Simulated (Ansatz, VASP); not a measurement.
CoO in VASP and in Ansatz

File INCAR:

```
PREC = Accurate ; ENCUT = 600
EDIFF = 1E-6 ; ISMEAR = -1
SIGMA = 0.05 ; LREAL = F
LASPH = T ; NELM = 200
ALGO = Normal ; ISIF = 2
LWAVE = F ; LCHARG = F
ISPIN = 2 ; MAGMOM = 2 0
LORBIT = 11 ; LMAXMIX = 4
GGA = PE ; NBANDS = 22
GGA_COMPAT = F
```

KPOINTS

```
regular mesh
0
Gamma
  11 11 11
```

Contents of POSCAR:

```
CoO
1.0
    0.0000000000      2.1456179764      2.1456179764
    2.1456179764      0.0000000000      2.1456179764
    2.1456179764      2.1456179764      0.0000000000
Co O
1 1
Direct
    0.0000000000      0.0000000000      0.0000000000
    0.5000000000      0.5000000000      0.5000000000
```

input.yaml

```yaml
crystal:
  lattice:
    - [0.0, 2.1456179764, 2.1456179764]
    - [2.1456179764, 0.0, 2.1456179764]
    - [2.1456179764, 2.1456179764, 0.0]
  atoms:
    - { symbol: Co, position: [0.0, 0.0, 0.0], spin: 2.0 }
    - { symbol: O, position: [0.5, 0.5, 0.5] }
hamiltonian:
  xc: pbe
  pseudopotentials: { kind: paw }
magnetization:
  spin_polarized: true
kpoints:
  mp_grid: { grid: [11, 11, 11] }
scf:
  occupations: { method: fermi_dirac, width: 0.05 }
output:
  forces: true
  stress: true
  eigenvalues: true
  write_density: true
  write_potential: true
  elf: true
  volumetric_format: npy
```

Alike in both runs: task single point; functional PBE; k mesh 11 × 11 × 11; occupations fermi-dirac, width 0.05 eV; collinear spin.

```csv
,VASP,Ansatz
version,VASP 6.6.1,Ansatz 0.2.0
potentials or method,"VASP PAW PBE potentials, release 64 (Co_sv, O)",Ansatz PAW
plane-wave cutoff (eV),600,420
valence electrons in the cell,23,23
```

Ansatz gave:

* gap on the k mesh at the Fermi level (eV): none
* pressure (GPa): -5.0
* net moment per atom (μB): 1.48
* size of the moment on the site where the two differ most (μB): 0.33

Problem. Which values does VASP return?

Solution. gap on the k mesh at the Fermi level (eV): none; pressure (GPa): -7.4; net moment per atom (μB): 1.48; size of the moment on the site where the two differ most (μB): 0.30.

Site moments also hang on the region over which each program counts them. A gap of «none» marks a metal or a gap that the smearing closes.
